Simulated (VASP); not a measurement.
# SnB2Se4 (C2/m) in VASP: single point with r2SCAN+rVV10

Aim: the single point of SnB2Se4 with r2SCAN+rVV10.

Program: VASP 6.6.1. These are calculated values, not measurements. Logs are shortened: lines on timing, memory, paths and dates and some standing lists are left out, and cuts for length are marked.

**1. The cell of the first run**

It takes space group C2/m (No. 12, monoclinic). Conventional cell: a = 13.508 Å, b = 3.632 Å, c = 6.402 Å, α = 90.00°, β = 98.18°, γ = 90.00°. Within 3.8 Å of Sn (site symmetry 2/m) lie 6 Se at 2.85 to 3.16 Å and 2 Sn at 3.63 Å. Within 2.6 Å of B (site symmetry m) lie 4 Se at 1.94 to 2.19 Å. Within 2.6 Å of Se (site symmetry m) lie 1 B at 1.94 Å. Within 2.8 Å of Se (site symmetry m) lie 3 B at 2.14 to 2.19 Å.

**2. Single point, r2SCAN+rVV10**

POSCAR

```
SnB2Se4
1.0
    6.6513787400     -1.8158219739      1.1733247238
    6.6513787400      1.8158219739      1.1733247238
   -1.9976768838      0.0000000000      6.0828553728
Sn B Se
1 2 4
Direct
    0.0000000000      0.0000000000      0.0000000000
    0.3123729796      0.3123729796      0.3937832494
    0.6876270204      0.6876270204      0.6062167506
    0.3549080264      0.3549080264      0.1175631189
    0.6450919736      0.6450919736      0.8824368811
    0.1558744570      0.1558744570      0.4176153817
    0.8441255430      0.8441255430      0.5823846183
```

INCAR.step1

```
SYSTEM = SnB2Se4
PREC = Accurate ; ENCUT = 520
ISMEAR = -1 ; SIGMA = 0.03
LREAL = .FALSE. ; LASPH = .TRUE.
NELM = 80 ; NBANDS = 31
GGA = PE ; ALGO = Normal
EDIFF = 1E-4 ; LWAVE = .TRUE.
LCHARG = .FALSE.
```

INCAR.step2

```
SYSTEM = SnB2Se4
PREC = Accurate ; ENCUT = 520
EDIFF = 1E-7 ; ISMEAR = -1
SIGMA = 0.03 ; LREAL = .FALSE.
LASPH = .TRUE. ; NELM = 80
ALGO = Normal ; ISIF = 2
LWAVE = .FALSE. ; LCHARG = .TRUE.
METAGGA = R2SCAN ; LMIXTAU = .TRUE.
LUSE_VDW = .TRUE. ; IVDW_NL = 2
BPARAM = 11.95 ; CPARAM = 0.0093
LELF = .TRUE. ; LVHAR = .TRUE.
NBANDS = 31 ; ISTART = 1
```

KPOINTS

```
Automatic mesh
0
G
  6 6 4
  0 0 0
```

Potentials or basis: VASP PAW PBE potentials, release 64 (Sn_d, B, Se).

The run is started by

```console
cat potpaw_PBE.64/Sn_d/POTCAR potpaw_PBE.64/B/POTCAR potpaw_PBE.64/Se/POTCAR > POTCAR
cp INCAR.step1 INCAR
mpirun -np 1 vasp_std > vasp.out
cp INCAR.step2 INCAR
mpirun -np 1 vasp_std > vasp.out
```

OUTCAR:

```text
SYSTEM = SnB2Se4
   PREC = Accurate
   ENCUT = 520
   EDIFF = 1E-7
   ISMEAR = -1
   LREAL = .FALSE.
   LASPH = .TRUE.
   NELM = 80
   ISIF = 2
   METAGGA = R2SCAN
   IVDW_NL = 2
   BPARAM = 11.95
   ISTART = 1

 ion  position               nearest neighbor table
   1  0.000  0.000  0.000-   5 2.85   5 2.85   4 2.85   4 2.85   6 3.16   7 3.16
   2  0.312  0.312  0.394-   4 1.94   6 2.14   7 2.19   7 2.19
   3  0.688  0.688  0.606-   5 1.94   7 2.14   6 2.19   6 2.19
   4  0.355  0.355  0.118-   2 1.94   1 2.85   1 2.85
   5  0.645  0.645  0.882-   3 1.94   1 2.85   1 2.85
   6  0.156  0.156  0.418-   2 2.14   3 2.19   3 2.19   1 3.16
   7  0.844  0.844  0.582-   3 2.14   2 2.19   2 2.19   1 3.16

  LATTYP: Found a base centered monoclinic cell.
 ALAT       =    13.5081501399
 B/A-ratio  =     0.2688483553
 C/A-ratio  =     0.4739721679
 COS(beta)  =    -0.1422232068

  Lattice vectors:

 A1 = (   6.6513787400,  -1.8158219739,   1.1733247238)
 A2 = (   6.6513787400,   1.8158219739,   1.1733247238)
 A3 = (  -1.9976768838,   0.0000000000,   6.0828553728)

Analysis of symmetry for initial positions (statically):
=====================================================================
 Subroutine PRICEL returns:
 Original cell was already a primitive cell.

 Routine SETGRP: Setting up the symmetry group for a
 base centered monoclinic supercell.

 Subroutine GETGRP returns: Found  4 space group operations
 (whereof  4 operations were pure point group operations)
 out of a pool of  4 trial point group operations.

The static configuration has the point symmetry C_2h.

Analysis of symmetry for dynamics (positions and initial velocities):
=====================================================================
 Subroutine PRICEL returns:
 Original cell was already a primitive cell.

 Routine SETGRP: Setting up the symmetry group for a
 base centered monoclinic supercell.

 Subroutine GETGRP returns: Found  4 space group operations
 (whereof  4 operations were pure point group operations)
 out of a pool of  4 trial point group operations.

The dynamic configuration has the point symmetry C_2h.

 Subroutine INISYM returns: Found  4 space group operations
 (whereof  4 operations are pure point group operations),
 and found     1 'primitive' translations

----------------------------------------------------------------------------------------

                                     Primitive cell

  volume of cell :     155.4463

  direct lattice vectors                    reciprocal lattice vectors
     6.651378740 -1.815821974  1.173324724     0.071055918 -0.275357390  0.023335548
     6.651378740  1.815821974  1.173324724     0.071055918  0.275357390  0.023335548
    -1.997676884  0.000000000  6.082855373    -0.027412016  0.000000000  0.155394069

  length of vectors
     6.993907312  6.993907312  6.402487206     0.285333461  0.285333461  0.157793331

  position of ions in fractional coordinates (direct lattice)
     0.000000000  0.000000000  0.000000000
     0.312372980  0.312372980  0.393783249
     0.687627020  0.687627020  0.606216751
     0.354908026  0.354908026  0.117563119
     0.645091974  0.645091974  0.882436881
     0.155874457  0.155874457  0.417615382
     0.844125543  0.844125543  0.582384618

  ion indices of the primitive-cell ions
   primitive index   ion index
                 1           1
                 2           2
                 3           3
                 4           4
                 5           5
                 6           6
                 7           7

----------------------------------------------------------------------------------------

 KPOINTS: Automatic mesh

Automatic generation of k-mesh.
 Grid dimensions read from file:
 generate k-points for:    6    6    4

 Generating k-lattice:

  Cartesian coordinates                     Fractional coordinates (reciprocal lattice)
     0.011842653 -0.045892898  0.003889258     0.166666667  0.000000000 -0.000000000
     0.011842653  0.045892898  0.003889258     0.000000000  0.166666667 -0.000000000
    -0.006853004  0.000000000  0.038848517    -0.000000000 -0.000000000  0.250000000

  Length of vectors
     0.047555577  0.047555577  0.039448333

  Shift w.r.t. Gamma in fractional coordinates (k-lattice)
     0.000000000  0.000000000  0.000000000

 Subroutine IBZKPT returns following result:
 ===========================================

 Found     47 irreducible k-points:

 Following reciprocal coordinates:
            Coordinates               Weight
  0.000000  0.000000  0.000000      1.000000
  0.166667  0.000000 -0.000000      4.000000
  0.333333  0.000000 -0.000000      4.000000
  0.500000  0.000000  0.000000      2.000000
  0.166667  0.166667 -0.000000      2.000000
  0.333333  0.166667 -0.000000      4.000000
[... 16 lines left out ...]
 -0.333333  0.166667  0.250000      4.000000
 -0.166667  0.166667  0.250000      4.000000
 [... further k-points ...]
   k-points           NKPTS =     47   k-points in BZ     NKDIM =     47   number of bands    NBANDS=     31
   number of dos      NEDOS =    301   number of ions     NIONS =      7
   total plane-waves  NPLWV = 139968
   dimension x,y,z NGX =    54 NGY =   54 NGZ =   48
   dimension x,y,z NGXF=   108 NGYF=  108 NGZF=   96
   ions per type =               1   2   4
   NGX,Y,Z   is equivalent  to a cutoff of  12.84, 12.84, 12.46 a.u.
   NGXF,Y,Z  is equivalent  to a cutoff of  25.67, 25.67, 24.93 a.u.
 SYSTEM =  SnB2Se4
   PREC   = accura    normal or accurate (medium, high low for compatibility)
   ISTART =      1    job   : 0-new  1-cont  2-samecut
   ICHARG =      0    charge: 1-file 2-atom 10-const
   ISPIN  =      1    spin polarized calculation?
   LNONCOLLINEAR =      F non collinear calculations
   LSORBIT =      F    spin-orbit coupling
   LASPH  =      T    aspherical Exc in radial PAW
   ENCUT  =  520.0 eV  38.22 Ry    6.18 a.u.  13.00 13.00 11.90*2*pi/ulx,y,z
   NELM   =     80;   NELMIN=  2; NELMDL=  0     # of ELM steps
   EDIFF  = 0.1E-06   stopping-criterion for ELM
   LREAL  =      F    real-space projection
   EDIFFG = 0.1E-05   stopping-criterion for IOM
   NSW    =      0    number of steps for IOM
   IBRION =     -1    ionic relax: 0-MD 1-quasi-New 2-CG
   NFREE  =      0    steps in history (QN), initial steepest desc. (CG)
   ISIF   =      2    stress and relaxation
   ISYM   =      2    0-nonsym 1-usesym 2-fastsym
   POTIM  = 0.5000    time-step for ionic-motion
   TEBEG  =    0.0;   TEEND  =   0.0 temperature during run
   PSTRESS=    0.0 pullay stress
   NELECT =      44.0000    total number of electrons
   NUPDOWN=      -1.0000    fix difference up-down
   EMIN   =  10.00;   EMAX   =-10.00  energy-range for DOS
   EFERMI =   0.00;   METHOD = LEGACY
   ISMEAR =    -1;   SIGMA  =   0.03  broadening in eV -4-tet -1-fermi 0-gaus
   EFERMI_NEDOS =   21; number of points for ismear=-14 and -15
   IALGO  =     38    algorithm
   IMIX   =      4    mixing-type and parameters
     AMIX     =   0.40;   BMIX     =  1.00
     AMIX_MAG =   1.60;   BMIX_MAG =  1.00
  volume/ion in A,a.u.               =      22.21       149.86
  Fermi-wavevector in a.u.,A,eV,Ry     =   1.074894  2.031255 15.720126  1.155397
  Thomas-Fermi vector in A             =   2.210735
   LORBIT       =      0    0 simple, 1 ext, 2 COOP (PROOUT), +10 PAW based schemes
   METAGGA = R2SCAN    functional components
   LHFCALC =     F    Hartree Fock is set to
   AEXX    =    0.0000 exact exchange contribution
   IVDW_NL    =     2    kernel type
   BPARAM     =11.9500
   IVDW    =     0    specifies the selected vdW correction
   LEPSILON=     F    determine dielectric tensor
   LRPA    =     F    only Hartree local field effects (RPA)
 non-spin polarized calculation
  energy-cutoff  :      520.00
  volume of cell :      155.45
 maximum number of plane-waves:      4209
 NGX is ok and might be reduce to    54
   NGX = 25   NGY = 25   NGZ = 23

 number of electron      43.9999998 magnetization

 Free energy of the ion-electron system (eV)
  ---------------------------------------------------
  ext. energy  EPLUGINS =         0.00000000
  ---------------------------------------------------
  free energy    TOTEN  =       -95.45297919 eV

  energy without entropy =      -95.44742689  energy(sigma->0) =      -95.45020304

 E-fermi :   4.0607     XC(G=0):  -9.7816

 val. band max:        4.0540860167   @ k =   0.0000   0.0000   0.0000
 cond. band min:       4.0759928649   @ k =   0.5000   0.5000   0.5000
 fundamental gap:      0.0219068482
 Fermi energy:         4.0607478181

 k-point     1 :       0.0000    0.0000    0.0000
  band No.  band energies     occupation
      1     -18.3304      2.00000
      2     -18.2712      2.00000
      3     -18.2418      2.00000
      4     -18.2019      2.00000
      5     -18.1923      2.00000
      6     -12.7162      2.00000
[... 23 lines left out ...]
     30       9.2827      0.00000
     31       9.5113      0.00000

 k-point     2 :       0.1667    0.0000   -0.0000
  band No.  band energies     occupation
      1     -18.3178      2.00000
      2     -18.2776      2.00000
      3     -18.2408      2.00000
      4     -18.2042      2.00000
      5     -18.1928      2.00000
      6     -12.4796      2.00000
[... 23 lines left out ...]
     30       9.1049      0.00000
     31       9.4499      0.00000

 k-point     3 :       0.3333    0.0000   -0.0000
  band No.  band energies     occupation
      1     -18.2967      2.00000
      2     -18.2909      2.00000
      3     -18.2390      2.00000
      4     -18.2274      2.00000
      5     -18.1706      2.00000
      6     -11.8164      2.00000
[... 703 lines left out ...]
     30       9.6823      0.00000
     31      10.1923      0.00000

 k-point    24 :      -0.1667    0.1667    0.2500
  band No.  band energies     occupation
      1     -18.2967      2.00000
      2     -18.2909      2.00000
      3     -18.2390      2.00000
      4     -18.2274      2.00000
      5     -18.1707      2.00000
      6     -11.7935      2.00000
[... 23 lines left out ...]
     30       9.5256      0.00000
     31       9.7499      0.00000

 [... further k-points ...]

------------------------ aborting loop because EDIFF is reached ----------------------------------------

  FORCE on cell =-STRESS in cart. coord.  units (eV):
  Direction    XX          YY          ZZ          XY          YZ          ZX
  --------------------------------------------------------------------------------------
  -------------------------------------------------------------------------------------
  Total        0.1616428      0.1315872      0.1589010      0.0000000      0.0000000     -0.0627421
  in kB        1.6660435      1.3562628      1.6377842      0.0000000      0.0000000     -0.6466799
  external PRESSURE =       1.5533635 kB  Pullay stress =       0.0000000 kB

 VOLUME and BASIS-vectors are now :
 -----------------------------------------------------------------------------
  energy-cutoff  :      520.00
  volume of cell :      155.45
      direct lattice vectors                 reciprocal lattice vectors
     6.651378740 -1.815821974  1.173324724     0.071055918 -0.275357390  0.023335548
     6.651378740  1.815821974  1.173324724     0.071055918  0.275357390  0.023335548
    -1.997676884  0.000000000  6.082855373    -0.027412016  0.000000000  0.155394069

 POSITION                                       TOTAL-FORCE (eV/Angst)
 -----------------------------------------------------------------------------------
      0.00000      0.00000      0.00000        -0.000000      0.000000      0.000000
      3.36877      0.00000      3.12836        -0.011076      0.000000      0.015848
      7.93631      0.00000      5.30115         0.011076      0.000000     -0.015848
      4.48640      0.00000      1.54796         0.004796      0.000000     -0.019383
      6.81868      0.00000      6.88154        -0.004796      0.000000      0.019383
      1.23930      0.00000      2.90608        -0.005653      0.000000     -0.006623
     10.06578      0.00000      5.52343         0.005653      0.000000      0.006623
 -----------------------------------------------------------------------------------
    total drift:                                0.000000     -0.000000     -0.000000

  FREE ENERGIE OF THE ION-ELECTRON SYSTEM (eV)
  ---------------------------------------------------
  free  energy   TOTEN  =       -95.4529791883 eV

  energy  without entropy=      -95.4474268868  energy(sigma->0) =      -95.45020304
```

Run time: 59 min. Hardware: 1 thread of Intel Xeon 8259CL, shared host; peak memory 1 GiB.

Results:

```
Free energy            : -95.4530 eV
Pressure               : 0.2 GPa
Largest force          : 0.020 eV/Å
Band gap on the k mesh : zero (bands 22 and 23 overlap by 0.57 eV)
```

Forces on the atoms (eV/Å):
```
Sn   0.000  0.000  0.000
B   -0.011  0.000  0.016
B    0.011  0.000 -0.016
Se   0.005  0.000 -0.019
Se  -0.005  0.000  0.019
Se  -0.006  0.000 -0.007
Se   0.006  0.000  0.007
```

Caveat: the PAW data sets were made with another functional, which shifts forces and pressure a little; spin-orbit coupling is left out, which moves the levels of the heavy elements.

The gap in the log of VASP goes by the Fermi energy; the results here count the filled bands.